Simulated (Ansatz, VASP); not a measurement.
# CoGe3Pd: VASP beside Ansatz

INCAR

```
ALGO = Normal
EDIFF = 1E-6
EDIFFG = -0.04
ENCUT = 600
GGA = PE
IBRION = 2
ISIF = 3
ISMEAR = 0
ISPIN = 2
LASPH = True
LCHARG = False
LMAXMIX = 4
LORBIT = 11
LREAL = False
LWAVE = False
MAGMOM = 3 0 0 0 0
NELM = 150
NSW = 90
PREC = Accurate
SIGMA = 0.1
```

KPOINTS

```
k-points
0
Gamma
  4 4 4
```

The input POSCAR:

```
CoGe3Pd
1.0
    4.6562461500      0.0000000000      0.0000000000
    0.0000000000      4.6562461500      0.0000000000
    0.0000000000      0.0000000000      4.2275761300
Co Ge Pd
1 3 1
Direct
    0.0000000000      0.0000000000      0.5000000000
    0.0000000000      0.5000000000      0.0000000000
    0.5000000000      0.0000000000      0.0000000000
    0.5000000000      0.5000000000      0.5000000000
    0.0000000000      0.0000000000      0.0000000000
```

Input for Ansatz:

```yaml
crystal:
  lattice:
    - [4.65624615, 0.0, 0.0]
    - [0.0, 4.65624615, 0.0]
    - [0.0, 0.0, 4.22757613]
  atoms:
    - { symbol: Co, position: [0.0, 0.0, 0.5], spin: 3.0 }
    - { symbol: Ge, position: [0.0, 0.5, 0.0] }
    - { symbol: Ge, position: [0.5, 0.0, 0.0] }
    - { symbol: Ge, position: [0.5, 0.5, 0.5] }
    - { symbol: Pd, position: [0.0, 0.0, 0.0] }
basis:
  ecutwfc: 420
kpoints:
  mp_grid: { grid: [4, 4, 4] }
hamiltonian:
  xc: pbe
scf:
  occupations: { method: gaussian, width: 0.1 }
  lower_state_search: "off"
output:
  forces: true
  stress: true
  eigenvalues: true
  populations: true
magnetization:
  spin_polarized: true
relax:
  adjacent_minimum: "off"
  f_tol: 0.04
  max_steps: 70
  cell: { stress_tol: 0.4 }
```

Alike in both runs: task relaxation of cell and atoms; functional PBE; k mesh 4 × 4 × 4; occupations gaussian, width 0.1 eV; collinear spin.

|  | VASP | Ansatz |
| --- | --- | --- |
| version | VASP 6.6.1 | Ansatz 0.2.0 |
| potentials or method | VASP PAW PBE potentials, release 64 (Co, Ge_d, Pd), cutoff 600 eV | scalar-relativistic, plane waves, PAW |
| valence electrons in the cell | 61 | 77 |

Ansatz gave:

- gap on the k mesh at the Fermi level, each at its own relaxed structure (eV): none
- net moment per atom (μB): 0.41
- size of the moment on the site where the two differ most (μB): 0.07
- relaxed volume (Å³/atom): 21.30
- relaxed length of the cell vector where the two differ most in proportion (Å): 4.696

What did VASP give for the same quantities?

gap on the k mesh at the Fermi level, each at its own relaxed structure (eV): none; net moment per atom (μB): 0.40; size of the moment on the site where the two differ most (μB): 0.05; relaxed volume (Å³/atom): 21.32; relaxed length of the cell vector where the two differ most in proportion (Å): 4.700.

Site moments also hang on the region over which each program counts them. A gap of «none» marks a metal or a gap that the smearing closes. VASP's potentials hold 61 valence electrons a cell and Ansatz's 77, so a difference there can come from the potentials and not from the codes.

The k mesh is coarse, so the values compare programs but aren't converged. Noted on VASP's run: the volume moved by over 15 % at a fixed basis, so the end points are rough.
